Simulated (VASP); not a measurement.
Set up this calculation in VASP 6.6.1, as the native input.

* Task: single point
* Functional: r2SCAN
* Potentials or basis: VASP PAW PBE potentials, release 64 (Rh_pv)
* Cutoff: 520 eV
* k mesh: 18 × 18 × 18
* Occupations: gaussian, width 0.1 eV
* Spin: no spin polarisation
* Dipole correction: no
* Further INCAR settings: ALGO = Normal; EDIFF = 1e-07; NBANDS = 14

Rh:

```
CELL_PARAMETERS angstrom
0.00000 1.88076 1.88076
1.88076 0.00000 1.88076
1.88076 1.88076 0.00000
ATOMIC_POSITIONS crystal
Rh 0.00000 0.00000 0.00000
```

This cell differs from its parent crystal: volume scaled by 0.97.

The input as run:

POSCAR

```
Rh
1.0
    0.0000000000      1.8807596935      1.8807596935
    1.8807596935      0.0000000000      1.8807596935
    1.8807596935      1.8807596935      0.0000000000
Rh
1
Direct
    0.0000000000      0.0000000000      0.0000000000
```

INCAR.step1

```
PREC = Accurate ; ENCUT = 520
ISMEAR = 0 ; SIGMA = 0.1
LREAL = False ; LASPH = True
NELM = 80 ; NBANDS = 14
GGA = PE ; ALGO = Normal
EDIFF = 1E-4 ; LWAVE = True
LCHARG = False
```

INCAR.step2

```
PREC = Accurate ; ENCUT = 520
EDIFF = 1E-7 ; ISMEAR = 0
SIGMA = 0.1 ; LREAL = False
LASPH = True ; NELM = 80
ALGO = Normal ; ISIF = 2
LWAVE = False ; LCHARG = True
METAGGA = R2SCAN ; LMIXTAU = True
LELF = True ; LVHAR = True
NBANDS = 14 ; ISTART = 1
```

KPOINTS

```
Automatic mesh
0
Gamma
  18 18 18
```

Potentials or basis: VASP PAW PBE potentials, release 64 (Rh_pv).

Command:

```sh
$ cat potpaw_PBE.64/Rh_pv/POTCAR > POTCAR
$ cp INCAR.step1 INCAR
$ mpirun -np 1 vasp_std > vasp.out
$ cp INCAR.step2 INCAR
$ mpirun -np 1 vasp_std > vasp.out
```

Results of the run:

```
Pressure : 10.7 GPa
```

Caveat: the PAW data sets were made with another functional, which shifts forces and pressure a little.

Run time: 81 s on 1 thread of Intel(R) Xeon(R) Platinum 8488C (Sapphire Rapids), with other jobs on the host, peak memory 0.15 GiB.
